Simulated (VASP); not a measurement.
Crystal: RbCl.

```
Rb Cl
1.0
     0.00000    3.27400    3.27400
     3.27400    0.00000    3.27400
     3.27400    3.27400    0.00000
Rb Cl
1 1
Direct
  0.00000 0.00000 0.00000
  0.50000 0.50000 0.50000
```

| Quantity | Value |
| --- | --- |
| Program | VASP 6.6.1 |
| Task | relaxation of cell and atoms |
| Functional | LDA |
| Potentials or basis | VASP PAW LDA potentials, release 64 (Rb_sv, Cl) |
| Cutoff | 500 eV |
| k mesh | 8 × 8 × 8 |
| Occupations | fermi-dirac, width 0.02 eV |
| Spin | no spin polarisation |

At the start: pressure -1.4 GPa; volume 35.09 Å³/atom.

Problem. How do energy, volume and symmetry change on relaxing?

Solution. Over 3 steps the energy falls by 12.2 meV/atom and the volume is 32.55 Å³/atom (-7.2 %); space group Fm-3m (No. 225, to 0.1 Å) before and after.

The path:
```csv
step,energy change (eV),largest force (eV/Å),pressure (GPa),volume (Å³)
1,0.0000,0.0000,-1.39,70.19
2,-0.0198,0.0000,-0.66,67.14
3,-0.0244,0.0000,-0.04,65.11
```

Final structure:
```
Rb Cl
1.0
     0.00000    3.19304    3.19304
     3.19304    0.00000    3.19304
     3.19304    3.19304    0.00000
Rb Cl
1 1
Cartesian
  0.0000 0.0000 0.0000
  3.1930 3.1930 3.1930
```
